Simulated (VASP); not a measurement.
The system is CuCl (zinc blende type).

```
Cu Cl
1.0
     0.00000    2.71000    2.71000
     2.71000    0.00000    2.71000
     2.71000    2.71000    0.00000
Cu Cl
1 1
Direct
  0.00000 0.00000 0.00000
  0.25000 0.25000 0.25000
```

Base run:

```yaml
Program: VASP 6.6.1
Functional: r2SCAN
Potentials_or_basis: VASP PAW PBE potentials, release 64 (Cu, Cl)
Cutoff: 660 eV
k_mesh: 6 × 6 × 6
Occupations: fermi-dirac, width 0.02 eV
Spin: no spin polarisation
```

Its results: band gap on the k mesh 0.88 eV; pressure -1.8 GPa.

Problem. The run is repeated on the same cell with these changes: functional from r2SCAN to PBE; cutoff from 660 eV to 600 eV. What comes out?

Solution. Band gap on the k mesh 0.54 eV; pressure 0.2 GPa.

Caveats: the PAW data sets were made with another functional, which shifts forces and pressure a little (at least some runs); semilocal functionals underestimate gaps, and a narrow one can read as zero (at least some runs).

